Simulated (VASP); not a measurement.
# N (Pm-3m) in VASP: single point with PBE

Aim: the single point of N with PBE.

Program: VASP 6.6.1. These are calculated values, not measurements. Logs are shortened: lines on timing, memory, paths and dates and some standing lists are left out, and cuts for length are marked.

## Step 1: The cell of the first run

The structure is cubic, space group Pm-3m (No. 221). Conventional cell: a = 2.118 Å, b = 2.118 Å, c = 2.118 Å, α = 90.00°, β = 90.00°, γ = 90.00°. Within 2.8 Å of N (site symmetry m-3m) lie 6 N at 2.12 Å.

## Step 2: Single point, PBE (As replaced by N, lengths x 0.758, strained)

Input file INCAR:

```
SYSTEM = N
ALGO = Normal
EDIFF = 1E-6
ENCUT = 520
GGA = PE
ISIF = 2
ISMEAR = 0
LASPH = .True.
LCHARG = .False.
LREAL = .False.
LWAVE = .False.
NBANDS = 8
NELM = 60
PREC = Accurate
SIGMA = 0.1
```

Input file KPOINTS:

```
k-points
0
Gamma
  20 20 20
  0 0 0
```

Input file POSCAR:

```
N
1.0
    2.1182033251      0.0000000000      0.0000000000
    0.0000000000      2.1182033251      0.0000000000
    0.0000000000      0.0000000000      2.1182033251
N
1
Direct
    0.5000000000      0.5000000000      0.5000000000
```

Potentials or basis: VASP PAW PBE potentials, release 64 (N).

Run with:

```bash
> cat potpaw_PBE.64/N/POTCAR > POTCAR
> mpirun -np 1 vasp_std > vasp.out
```

OUTCAR:

```text
SYSTEM = N
   EDIFF = 1E-6
   ENCUT = 520
   GGA = PE
   ISIF = 2
   ISMEAR = 0
   LASPH = .True.
   LREAL = .False.
   NELM = 60
   PREC = Accurate

 ion  position               nearest neighbor table
   1  0.500  0.500  0.500-

  LATTYP: Found a simple cubic cell.
 ALAT       =     2.1182033251

  Lattice vectors:

 A1 = (   2.1182033251,   0.0000000000,   0.0000000000)
 A2 = (   0.0000000000,   2.1182033251,   0.0000000000)
 A3 = (   0.0000000000,   0.0000000000,   2.1182033251)

Analysis of symmetry for initial positions (statically):
=====================================================================
 Subroutine PRICEL returns:
 Original cell was already a primitive cell.

 Routine SETGRP: Setting up the symmetry group for a
 simple cubic supercell.

 Subroutine GETGRP returns: Found 48 space group operations
 (whereof 48 operations were pure point group operations)
 out of a pool of 48 trial point group operations.

The static configuration has the point symmetry O_h .

Analysis of symmetry for dynamics (positions and initial velocities):
=====================================================================
 Subroutine PRICEL returns:
 Original cell was already a primitive cell.

 Routine SETGRP: Setting up the symmetry group for a
 simple cubic supercell.

 Subroutine GETGRP returns: Found 48 space group operations
 (whereof 48 operations were pure point group operations)
 out of a pool of 48 trial point group operations.

The dynamic configuration has the point symmetry O_h .

 Subroutine INISYM returns: Found 48 space group operations
 (whereof 48 operations are pure point group operations),
 and found     1 'primitive' translations

----------------------------------------------------------------------------------------

                                     Primitive cell

  volume of cell :       9.5039

  direct lattice vectors                    reciprocal lattice vectors
     2.118203325  0.000000000  0.000000000     0.472098211  0.000000000  0.000000000
     0.000000000  2.118203325  0.000000000     0.000000000  0.472098211  0.000000000
     0.000000000  0.000000000  2.118203325     0.000000000  0.000000000  0.472098211

  length of vectors
     2.118203325  2.118203325  2.118203325     0.472098211  0.472098211  0.472098211

  position of ions in fractional coordinates (direct lattice)
     0.500000000  0.500000000  0.500000000

  ion indices of the primitive-cell ions
   primitive index   ion index
                 1           1

----------------------------------------------------------------------------------------

 KPOINTS: k-points

Automatic generation of k-mesh.
 Grid dimensions read from file:
 generate k-points for:   20   20   20

 Generating k-lattice:

  Cartesian coordinates                     Fractional coordinates (reciprocal lattice)
     0.023604911  0.000000000  0.000000000     0.050000000  0.000000000  0.000000000
     0.000000000  0.023604911  0.000000000     0.000000000  0.050000000  0.000000000
     0.000000000  0.000000000  0.023604911     0.000000000  0.000000000  0.050000000

  Length of vectors
     0.023604911  0.023604911  0.023604911

  Shift w.r.t. Gamma in fractional coordinates (k-lattice)
     0.000000000  0.000000000  0.000000000

 Subroutine IBZKPT returns following result:
 ===========================================

 Found    286 irreducible k-points:

 Following reciprocal coordinates:
            Coordinates               Weight
  0.000000  0.000000  0.000000      1.000000
  0.050000  0.000000  0.000000      6.000000
  0.100000  0.000000  0.000000      6.000000
  0.150000  0.000000  0.000000      6.000000
  0.200000  0.000000  0.000000      6.000000
  0.250000  0.000000  0.000000      6.000000
[... 16 lines left out ...]
  0.150000  0.100000  0.000000     24.000000
  0.200000  0.100000  0.000000     24.000000
 [... further k-points ...]
   k-points           NKPTS =    286   k-points in BZ     NKDIM =    286   number of bands    NBANDS=      8
   number of dos      NEDOS =    301   number of ions     NIONS =      1
   total plane-waves  NPLWV =   4096
   dimension x,y,z NGX =    16 NGY =   16 NGZ =   16
   dimension x,y,z NGXF=    32 NGYF=   32 NGZF=   32
   ions per type =               1
   NGX,Y,Z   is equivalent  to a cutoff of  12.56, 12.56, 12.56 a.u.
   NGXF,Y,Z  is equivalent  to a cutoff of  25.12, 25.12, 25.12 a.u.
 SYSTEM =  N
   PREC   = accura    normal or accurate (medium, high low for compatibility)
   ISTART =      0    job   : 0-new  1-cont  2-samecut
   ICHARG =      2    charge: 1-file 2-atom 10-const
   ISPIN  =      1    spin polarized calculation?
   LNONCOLLINEAR =      F non collinear calculations
   LSORBIT =      F    spin-orbit coupling
   LASPH  =      T    aspherical Exc in radial PAW
   ENCUT  =  520.0 eV  38.22 Ry    6.18 a.u.   3.94  3.94  3.94*2*pi/ulx,y,z
   NELM   =     60;   NELMIN=  2; NELMDL= -5     # of ELM steps
   EDIFF  = 0.1E-05   stopping-criterion for ELM
   LREAL  =      F    real-space projection
   EDIFFG = 0.1E-04   stopping-criterion for IOM
   NSW    =      0    number of steps for IOM
   IBRION =     -1    ionic relax: 0-MD 1-quasi-New 2-CG
   NFREE  =      0    steps in history (QN), initial steepest desc. (CG)
   ISIF   =      2    stress and relaxation
   ISYM   =      2    0-nonsym 1-usesym 2-fastsym
   POTIM  = 0.5000    time-step for ionic-motion
   TEBEG  =    0.0;   TEEND  =   0.0 temperature during run
   PSTRESS=    0.0 pullay stress
   NELECT =       5.0000    total number of electrons
   NUPDOWN=      -1.0000    fix difference up-down
   EMIN   =  10.00;   EMAX   =-10.00  energy-range for DOS
   EFERMI =   0.00;   METHOD = LEGACY
   ISMEAR =     0;   SIGMA  =   0.10  broadening in eV -4-tet -1-fermi 0-gaus
   EFERMI_NEDOS =   21; number of points for ismear=-14 and -15
   IALGO  =     38    algorithm
   IMIX   =      4    mixing-type and parameters
     AMIX     =   0.40;   BMIX     =  1.00
     AMIX_MAG =   1.60;   BMIX_MAG =  1.00
  volume/ion in A,a.u.               =       9.50        64.14
  Fermi-wavevector in a.u.,A,eV,Ry     =   1.321591  2.497446 23.763986  1.746604
  Thomas-Fermi vector in A             =   2.451334
   LORBIT       =      0    0 simple, 1 ext, 2 COOP (PROOUT), +10 PAW based schemes
   GGA     = PE    functional components
   LHFCALC =     F    Hartree Fock is set to
   AEXX    =    0.0000 exact exchange contribution
   IVDW    =     0    specifies the selected vdW correction
   LEPSILON=     F    determine dielectric tensor
   LRPA    =     F    only Hartree local field effects (RPA)
 non-spin polarized calculation
 Gauss-broadening in eV      SIGMA  =   0.10
  energy-cutoff  :      520.00
  volume of cell :        9.50
 maximum number of plane-waves:       280
 NGX is ok and might be reduce to    16
   NGX =  7   NGY =  7   NGZ =  7

 number of electron       4.9999999 magnetization

 Free energy of the ion-electron system (eV)
  ---------------------------------------------------
  ext. energy  EPLUGINS =         0.00000000
  ---------------------------------------------------
  free energy    TOTEN  =        -4.59658169 eV

  energy without entropy =       -4.59441168  energy(sigma->0) =       -4.59549669

 E-fermi :   2.4037     XC(G=0): -11.1947

 val. band max:        2.3396104840   @ k =   0.2000   0.2000   0.0500
 cond. band min:       2.4170411542   @ k =   0.4000   0.2500   0.1000
 fundamental gap:      0.0774306702
 Fermi energy:         2.4036596738

 k-point     1 :       0.0000    0.0000    0.0000
  band No.  band energies     occupation
      1     -15.2760      2.00000
      2       5.3216      0.00000
      3       5.3216      0.00000
      4       5.3216      0.00000
      5      18.8560      0.00000
      6      25.6002      0.00000
      7      25.6002      0.00000
      8      42.6007      0.00000

 k-point     2 :       0.0500    0.0000    0.0000
  band No.  band energies     occupation
      1     -15.2169      2.00000
      2       5.0468      0.00000
      3       5.3461      0.00000
      4       5.3461      0.00000
      5      18.9464      0.00000
      6      25.6755      0.00000
      7      25.8062      0.00000
      8      42.3859      0.00000

 k-point     3 :       0.1000    0.0000    0.0000
  band No.  band energies     occupation
      1     -15.0408      2.00000
      2       4.2828      0.00000
      3       5.4178      0.00000
      4       5.4178      0.00000
      5      19.1915      0.00000
      6      25.9006      0.00000
      7      26.3590      0.00000
      8      41.7679      0.00000

 k-point     4 :       0.1500    0.0000    0.0000
  band No.  band energies     occupation
      1     -14.7512      2.00000
      2       3.1695      0.00000
      3       5.5312      0.00000
      4       5.5312      0.00000
      5      19.5413      0.00000
      6      26.2724      0.00000
      7      27.0772      0.00000
      8      40.8336      0.00000

 k-point     5 :       0.2000    0.0000    0.0000
  band No.  band energies     occupation
      1     -14.3556      2.00000
      2       1.8551      2.00000
      3       5.6770      0.00000
      4       5.6770      0.00000
      5      19.9607      0.00000
      6      26.7849      0.00000
      7      27.7162      0.00000
      8      39.7178      0.00000
[... 177 lines left out ...]
 k-point    22 :       0.1000    0.1000    0.0000
  band No.  band energies     occupation
      1     -14.8065      2.00000
      2       4.3637      0.00000
      3       4.4321      0.00000
      4       5.5128      0.00000
      5      19.4863      0.00000
      6      26.3933      0.00000
      7      26.8694      0.00000
      8      40.0727      0.00000

 k-point    23 :       0.1500    0.1000    0.0000
  band No.  band energies     occupation
      1     -14.5183      2.00000
      2       3.2995      0.00000
      3       4.5361      0.00000
      4       5.6246      0.00000
      5      19.7829      0.00000
      6      26.7664      0.00000
      7      27.5158      0.00000
      8      38.9778      0.00000

 k-point    24 :       0.2000    0.1000    0.0000
  band No.  band energies     occupation
      1     -14.1245      2.00000
      2       2.0023      2.00000
      3       4.7120      0.00000
      4       5.7684      0.00000
      5      20.1223      0.00000
      6      27.2100      0.00000
      7      28.1213      0.00000
      8      37.9361      0.00000

 [... further k-points ...]
[... 5 lines left out ...]
  --------------------------------------------------------------------------------------
  -------------------------------------------------------------------------------------
  Total       -2.2790119     -2.2790119     -2.2790119      0.0000000      0.0000000      0.0000000
  in kB     -384.1972365   -384.1972365   -384.1972365      0.0000000      0.0000000      0.0000000
  external PRESSURE =    -384.1972365 kB  Pullay stress =       0.0000000 kB

 VOLUME and BASIS-vectors are now :
 -----------------------------------------------------------------------------
  energy-cutoff  :      520.00
  volume of cell :        9.50
      direct lattice vectors                 reciprocal lattice vectors
     2.118203325  0.000000000  0.000000000     0.472098211  0.000000000  0.000000000
     0.000000000  2.118203325  0.000000000     0.000000000  0.472098211  0.000000000
     0.000000000  0.000000000  2.118203325     0.000000000  0.000000000  0.472098211

 POSITION                                       TOTAL-FORCE (eV/Angst)
 -----------------------------------------------------------------------------------
      1.05910      1.05910      1.05910         0.000000      0.000000      0.000000
 -----------------------------------------------------------------------------------
    total drift:                                0.000000      0.000000      0.000000

  FREE ENERGIE OF THE ION-ELECTRON SYSTEM (eV)
  ---------------------------------------------------
  free  energy   TOTEN  =        -4.5965816914 eV

  energy  without entropy=       -4.5944116817  energy(sigma->0) =       -4.59549669
```

Wall time 5.5 s (1 thread of Intel Xeon Platinum 8488C (Sapphire Rapids), shared host); peak memory 0.12 GiB.

What came out:

```
Free energy : -4.5966 eV
Pressure    : -38.4 GPa
```

Caveat: the cell differs from its parent crystal (As replaced by N, lengths x 0.758, strained).
